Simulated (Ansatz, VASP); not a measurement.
**Two plane-wave programs on ZrB2**

```
Zr B
1.0
     3.13277    0.00000    0.00000
    -1.56639    2.71306    0.00000
     0.00000    0.00000    3.48941
Zr B
1 2
Direct
  0.00000 0.00000 0.00000
  0.33333 0.66667 0.50000
  0.66667 0.33333 0.50000
```

Alike in both runs: functional LDA; k mesh 15 × 15 × 12; occupations gaussian, width 0.1 eV; no spin polarisation.

Ansatz relaxed the structure, and its values are those at the end. VASP's run is a single point on that final structure, the one shown.

|  | VASP | Ansatz |
| --- | --- | --- |
| version | VASP 6.6.1 | Ansatz 0.2.0 |
| potentials or method | VASP PAW LDA potentials, release 64 (Zr_sv, B), cutoff 520 eV | scalar-relativistic, plane waves, PAW |
| valence electrons in the cell | 18 | 18 |

Ansatz gave:

```
gap on the k mesh at the Fermi level (eV) : none
pressure (GPa)                            : 0.0
```

Problem. What did VASP give for the same quantities?

Solution. gap on the k mesh at the Fermi level (eV): none; pressure (GPa): 0.5.

Ansatz warns that its potentials were made for another functional, while VASP's fit it. LDA's correlation is that of Perdew and Zunger in VASP and of Perdew and Wang (1992) in Ansatz. A gap of «none» marks a metal or a gap that the smearing closes.
